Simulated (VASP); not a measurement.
Input of a VASP 6.6.1 run:

Contents of INCAR:

```
  PREC = Accurate
  ENCUT = 500
  EDIFF = 1E-7
  ISMEAR = 0
  SIGMA = 0.02
  LREAL = F
  LASPH = T
  NELM = 120
  ALGO = Normal
  ISIF = 3
  LWAVE = F
  LCHARG = F
  GGA = PE
  IVDW = 12
  IBRION = 2
  NSW = 100
  EDIFFG = -0.005
  GGA_COMPAT = F
  NELMIN = 4
```

Contents of KPOINTS:

```
Automatic mesh
0
Gamma
  12 12 2
```

POSCAR

```
GaSe
1.0
    3.7726577409      0.0000000000      0.0000000000
   -1.8863288705      3.2672174434      0.0000000000
    0.0000000000      0.0000000000     15.9353558582
Ga Se
4 4
Direct
    0.3333333333      0.6666666667      0.1733701497
    0.6666666667      0.3333333333      0.6733701497
    0.3333333333      0.6666666667      0.3266298503
    0.6666666667      0.3333333333      0.8266298503
    0.3333333333      0.6666666667      0.5995879943
    0.6666666667      0.3333333333      0.0995879943
    0.3333333333      0.6666666667      0.9004120057
    0.6666666667      0.3333333333      0.4004120057
```

Potentials or basis: VASP PAW PBE potentials, release 64 (Ga_d, Se).

Launch:

```sh
$ cat potpaw_PBE.64/Ga_d/POTCAR potpaw_PBE.64/Se/POTCAR > POTCAR
$ mpirun -np 1 vasp_std > vasp.out
```

Question: Estimate the space group after relaxing (to 0.05 Å).

Answer: P6_3/mmc (No. 194).

Question: What does it give for the band gap on the k mesh?

Answer: 0.84 eV, direct.

Question: Estimate the relaxed volume.

Answer: 24.58 Å³/atom.

Question: Predict the dispersion energy per atom.

Answer: -0.290 eV.

Final structure:
```cif
data_structure
_symmetry_space_group_name_H-M 'P 1'
_symmetry_Int_Tables_number 1
_cell_length_a 3.7714
_cell_length_b 3.7714
_cell_length_c 15.9645
_cell_angle_alpha 90.000
_cell_angle_beta 90.000
_cell_angle_gamma 120.000
_cell_volume 196.64
loop_
_atom_site_label
_atom_site_type_symbol
_atom_site_fract_x
_atom_site_fract_y
_atom_site_fract_z
_atom_site_occupancy
Ga1 Ga 0.33333 0.66667 0.17344 1
Ga2 Ga 0.66667 0.33333 0.67344 1
Ga3 Ga 0.33333 0.66667 0.32656 1
Ga4 Ga 0.66667 0.33333 0.82656 1
Se1 Se 0.33333 0.66667 0.59948 1
Se2 Se 0.66667 0.33333 0.09948 1
Se3 Se 0.33333 0.66667 0.90052 1
Se4 Se 0.66667 0.33333 0.40052 1
```

A k mesh can miss the band edges.
